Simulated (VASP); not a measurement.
## HfO2 (CdI2 type): single point with PBE

HfO2 (CdI2 type):

```xyz
3
Lattice="3.2453 0.0000 0.0000 -1.6227 2.8105 0.0000 0.0000 0.0000 4.9313" Properties=species:S:1:pos:R:3 pbc="T T T"
Hf    0.0000    0.0000    0.0000
O     0.0000    1.8737    0.9714
O     1.6227    0.9368    3.9600
```

```yaml
Program: VASP 6.6.1
Task: single point
Functional: PBE
Potentials_or_basis: VASP PAW PBE potentials, release 64 (Hf_pv, O)
Cutoff: 520 eV
k_mesh: 13 × 13 × 7
Occupations: fermi-dirac, width 0.08 eV
Spin: no spin polarisation
Dipole_correction: no
Further_INCAR_settings: ALGO = Normal; EDIFF = 1e-06; NBANDS = 18
```

| Item | Value |
| --- | --- |
| Pressure | -1.3 GPa |
| Largest force | 0.203 eV/Å |
| Band gap on the k mesh | 4.65 eV (least direct gap 4.93 eV) |

Forces in eV/Å, atoms in the order of the input:
```
Hf   0.000  0.000  0.000
O    0.000  0.000 -0.203
O    0.000  0.000  0.203
```

Stress tensor (GPa, compression positive):
```
-1.67  0.00  0.00
 0.00 -1.67  0.00
 0.00  0.00 -0.51
```

Levels at points of the mesh, in eV from the valence-band top:
| k point | band 9 | band 10 | band 11 | band 12 | band 13 | band 14 |
| --- | --- | --- | --- | --- | --- | --- |
| (0.00, 0.00, 0.00) | -0.30 | -0.30 | -0.22 | 5.09 | 5.09 | 5.18 |

It took 91 s on 1 thread of Intel Xeon 8259CL (shared host), peak memory 0.23 GiB.

Caveat: spin-orbit coupling is left out, which moves the levels of the heavy elements; an odd mesh through Γ misses points on the zone boundary, where band edges can lie.
